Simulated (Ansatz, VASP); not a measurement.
## Co in VASP and in Ansatz

INCAR

```
SYSTEM = Co
PREC = Accurate
ENCUT = 520
EDIFF = 1E-7
ISMEAR = 0
SIGMA = 0.05
LREAL = .False.
LASPH = .True.
NELM = 150
ALGO = Normal
ISIF = 2
LWAVE = .False.
LCHARG = .True.
ISPIN = 2
MAGMOM = 1.81 1.81
LORBIT = 11
LMAXMIX = 4
GGA = PS
LELF = .True.
LVHAR = .True.
NBANDS = 20
```

File KPOINTS:

```
regular mesh
0
Gamma
  20 20 10
  0 0 0
```

Contents of POSCAR:

```
Co
1.0
    2.4576034436      0.0000000000      0.0000000000
   -1.2288017218      2.1283470146      0.0000000000
    0.0000000000      0.0000000000      3.9670264278
Co
2
Direct
    0.3333333333      0.6666666667      0.7500000000
    0.6666666667      0.3333333333      0.2500000000
```

Input for Ansatz:

```yaml
crystal:
  lattice:
    - [2.4576034436, 0.0, 0.0]
    - [-1.2288017218, 2.1283470146, 0.0]
    - [0.0, 0.0, 3.9670264278]
  atoms:
    - { symbol: Co, position: [0.3333333333, 0.6666666667, 0.75], spin: 1.81 }
    - { symbol: Co, position: [0.6666666667, 0.3333333333, 0.25], spin: 1.81 }
basis:
  ecutwfc: 600
  ecutrho_ratio: 5
kpoints:
  mp_grid: { grid: [20, 20, 10] }
  band_path:
    path:
      - [[0.0, 0.0, 0.0], [0.5, 0.0, 0.0], [0.33333333, 0.33333333, 0.0], [0.0, 0.0, 0.0], [0.0, 0.0, 0.5], [0.5, 0.0, 0.5], [0.33333333, 0.33333333, 0.5], [0.0, 0.0, 0.5]]
      - [[0.5, 0.0, 0.5], [0.5, 0.0, 0.0]]
      - [[0.33333333, 0.33333333, 0.5], [0.33333333, 0.33333333, 0.0]]
    npoints: 14
hamiltonian:
  xc: pbesol
scf:
  occupations: { method: gaussian, width: 0.05 }
  lower_state_search: "off"
output:
  forces: true
  stress: true
  eigenvalues: true
  populations: true
  dos: { projected: true, de: 0.02, nscf_kmesh: { grid: [30, 30, 15] } }
  bader: true
magnetization:
  spin_polarized: true
checkpoint:
  read: start.run
  write: ck
  compress: false
  write_wavefunctions: false
  write_every: 100000
```

Alike in both runs: task single point; functional PBEsol; k mesh 20 × 20 × 10; occupations gaussian, width 0.05 eV; collinear spin.

```csv
,VASP,Ansatz
version,VASP 6.6.1,Ansatz 0.2.0
potentials or method,"VASP PAW PBE potentials, release 64 (Co), cutoff 520 eV","scalar-relativistic, plane waves, PAW"
valence electrons in the cell,18,34
```

|  | VASP | Ansatz | Ansatz less VASP |
| --- | --- | --- | --- |
| pressure (GPa) | -0.9 | -0.1 | +0.85 |
| traceless stress, the component that is largest in VASP (GPa) | -0.13 | -0.04 | +0.098 |
| net moment per atom (μB) | 1.57 | 1.58 | +0.003 |
| size of the moment on the site where the two differ most (μB) | 1.58 | 1.64 | +0.061 |

VASP's potentials were made for PBE, not for PBEsol. Site moments also hang on the region over which each program counts them. With one functional, cell and mesh, what is left measures potentials, basis and numerics. VASP's potentials hold 18 valence electrons a cell and Ansatz's 34, so a difference there can come from the potentials and not from the codes. Ansatz's warnings: stability check not made.
